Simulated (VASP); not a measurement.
A run of VASP 6.6.1 is set up as follows.

File INCAR:

```
PREC     = Accurate       # precision mode
ENCUT    = 600            # plane-wave cutoff, eV
EDIFF    = 1E-8           # SCF threshold, eV
ISMEAR   = -1             # smearing method
SIGMA    = 0.05           # smearing width, eV
LREAL    = False          # projectors in reciprocal space
LASPH    = True           # aspherical terms in the spheres
NELM     = 150            # most SCF steps
ALGO     = Normal         # electronic algorithm
ISIF     = 3              # what is computed and relaxed
LWAVE    = False          # write WAVECAR
LCHARG   = False          # write CHGCAR
ISPIN    = 2              # spin polarisation
MAGMOM   = 2 0            # initial moments
LORBIT   = 11             # projections on sites
LMAXMIX  = 4              # l up to which the mixer works
IBRION   = 6              # ionic algorithm
NFREE    = 2            
POTIM    = 0.015          # step
NSW      = 1              # ionic steps
```

The input KPOINTS:

```
regular mesh
0
Gamma
  8 8 8
```

POSCAR

```
CoO
1.0
    0.0000000000      2.1315000000      2.1315000000
    2.1315000000      0.0000000000      2.1315000000
    2.1315000000      2.1315000000      0.0000000000
Co O
1 1
Direct
    0.0000000000      0.0000000000      0.0000000000
    0.5000000000      0.5000000000      0.5000000000
```

Potentials or basis: VASP PAW LDA potentials, release 64 (Co, O).

The run is started by

```bash
$ cat potpaw_LDA.64/Co/POTCAR potpaw_LDA.64/O/POTCAR > POTCAR
$ mpirun -np 1 vasp_std > vasp.out
```

(1) Estimate the elastic constants C11, C12, C44.

(2) What does it give for the Voigt bulk modulus?

(3) What does it give for the most unstable mode?

(4) Estimate the site moments.

## Answers

(1) 132, 155, -5 GPa.

(2) 147 GPa.

(3) 146i cm⁻¹.

(4) Co +2.43; O +0.30 μB.

Caveat: the cell is under stress, which shifts elastic constants; some modes are imaginary; the elastic tensor has a negative eigenvalue, so either the cell is unstable as it stands or the mesh is too thin; a cell with one magnetic atom can't hold antiferromagnetic order, which such compounds often take.
